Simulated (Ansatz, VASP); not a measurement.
ZrGe4Mo: VASP beside Ansatz

```
CELL_PARAMETERS angstrom
0.00000 3.77773 3.77773
3.77773 0.00000 3.77773
3.77773 3.77773 0.00000
ATOMIC_POSITIONS crystal
Zr 0.00000 0.00000 0.00000
Ge 0.62460 0.62460 0.62460
Ge 0.12620 0.62460 0.62460
Ge 0.62460 0.12620 0.62460
Ge 0.62460 0.62460 0.12620
Mo 0.25000 0.25000 0.25000
```

Change from the starting cell: species swapped into the ZrZnNi4 type (F-43m, No. 216).

Alike in both runs: functional PBE; k mesh 10 × 10 × 10; occupations gaussian, width 0.1 eV; no spin polarisation.

Ansatz relaxed the structure, and its values are those at the end. VASP's run is a single point on that final structure, the one shown.

|  | VASP | Ansatz |
| --- | --- | --- |
| version | VASP 6.6.1 | Ansatz 0.2.0 |
| potentials or method | VASP PAW PBE potentials, release 64 (Zr_sv, Ge_d, Mo_sv), cutoff 520 eV | scalar-relativistic, plane waves, PAW |
| valence electrons in the cell | 82 | 82 |

|  | VASP | Ansatz | Ansatz less VASP |
| --- | --- | --- | --- |
| gap on the k mesh at the Fermi level (eV) | none | none | - |
| pressure (GPa) | 0.1 | 0.0 | -0.10 |

A gap of «none» marks a metal or a gap that the smearing closes. The functional is the same, so the differences come from potentials, cutoffs and numerics.
